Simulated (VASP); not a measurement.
Here is a VASP 6.6.1 calculation.

Contents of INCAR:

```
  ALGO = Normal
  EDIFF = 1E-7
  ENCUT = 520
  GGA = CA
  ISIF = 2
  ISMEAR = 1
  LASPH = T
  LCHARG = T
  LELF = T
  LREAL = F
  LVHAR = T
  LWAVE = F
  NBANDS = 27
  NELM = 80
  PREC = Accurate
  SIGMA = 0.05
```

Contents of KPOINTS:

```
k-points
0
Gamma
  5 5 5
```

POSCAR

```
CsLaO3
1.0
    4.7653500000      0.0000000000      0.0000000000
    0.0000000000      4.7653500000      0.0000000000
    0.0000000000      0.0000000000      4.7653500000
Cs La O
1 1 3
Direct
    0.0000000000      0.0000000000      0.0000000000
    0.5000000000      0.5000000000      0.5000000000
    0.5000000000      0.5000000000      0.0104924087
    0.5000000000      0.0000000000      0.5000000000
    0.0000000000      0.5000000000      0.5000000000
```

Potentials or basis: VASP PAW LDA potentials, release 64 (Cs_sv, La, O).

Run with:

```sh
$ cat potpaw_LDA.64/Cs_sv/POTCAR potpaw_LDA.64/La/POTCAR potpaw_LDA.64/O/POTCAR > POTCAR
$ mpirun -np 1 vasp_std > vasp.out
```

(1) Predict the band gap on the k mesh.

(2) Predict the largest force.

(3) Estimate the pressure.

## Answers

(1) zero (bands 19 and 20 overlap by 0.36 eV).

(2) 0.175 eV/Å.

(3) -8.4 GPa.

Caveat: the cell stands under tension; spin-orbit coupling is left out, which moves the levels of the heavy elements.
